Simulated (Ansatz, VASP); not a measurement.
## Two plane-wave programs on FeSi

```
Fe Si
1.0
     4.55070    0.00000    0.00000
     0.00000    4.55070    0.00000
     0.00000    0.00000    4.55070
Fe Si
4 4
Direct
  0.13652 0.13652 0.13652
  0.36348 0.86348 0.63652
  0.63652 0.36348 0.86348
  0.86348 0.63652 0.36348
  0.84240 0.84240 0.84240
  0.65760 0.15760 0.34240
  0.34240 0.65760 0.15760
  0.15760 0.34240 0.65760
```

Alike in both runs: task single point; functional PBE; k mesh 8 × 8 × 8; occupations gaussian, width 0.01 eV; no spin polarisation.

|  | VASP | Ansatz |
| --- | --- | --- |
| version | VASP 6.6.1 | Ansatz 0.2.0 |
| potentials or method | VASP PAW PBE potentials, release 64 (Fe, Si), cutoff 520 eV | scalar-relativistic, plane waves, PAW |
| valence electrons in the cell | 48 | 80 |

```tsv
	VASP	Ansatz	Ansatz less VASP
gap on the k mesh at the Fermi level (eV)	0.13	0.14	+0.009
least direct gap on the mesh (eV)	0.15	0.15	+0.005
pressure (GPa)	-13.7	-13.8	-0.12
rms of the force components (eV/Å)	0.150	0.159	+0.0084
```

Atom by atom the forces differ by 0.012 eV/Å (rms over components). The functional is the same, so the differences come from potentials, cutoffs and numerics. VASP's potentials hold 48 valence electrons a cell and Ansatz's 80, so a difference there can come from the potentials and not from the codes.
